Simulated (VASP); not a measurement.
A run of VASP 6.6.1 is set up as follows.

INCAR

```
PREC     = Accurate       # precision mode
ENCUT    = 600            # plane-wave cutoff, eV
EDIFF    = 1E-6           # SCF threshold, eV
ISMEAR   = 0              # smearing method
SIGMA    = 0.1            # smearing width, eV
LREAL    = F              # projectors in reciprocal space
LASPH    = T              # aspherical terms in the spheres
NELM     = 120            # most SCF steps
ALGO     = Normal         # electronic algorithm
ISIF     = 2              # what is computed and relaxed
LWAVE    = F              # write WAVECAR
LCHARG   = F              # write CHGCAR
GGA      = PE             # functional
NBANDS   = 14             # bands
GGA_COMPAT= F
```

The input KPOINTS:

```
Automatic mesh
0
Gamma
  16 16 16
```

The input POSCAR:

```
HfC
1.0
    0.0000000000      2.3100000000      2.3100000000
    2.3100000000      0.0000000000      2.3100000000
    2.3100000000      2.3100000000      0.0000000000
Hf C
1 1
Direct
    0.0000000000      0.0000000000      0.0000000000
    0.5000000000      0.5000000000      0.5000000000
```

Potentials or basis: VASP PAW PBE potentials, release 64 (Hf_pv, C).

Launch:

```console
$ cat potpaw_PBE.64/Hf_pv/POTCAR potpaw_PBE.64/C/POTCAR > POTCAR
$ mpirun -np 1 vasp_std > vasp.out
```

What does it give for the pressure?

4.3 GPa.

What does it give for the band gap on the k mesh?

Zero (bands 7 and 8 overlap by 1.44 eV).

Caveat: the cell stands under pressure; spin-orbit coupling is left out, which moves the levels of the heavy elements.
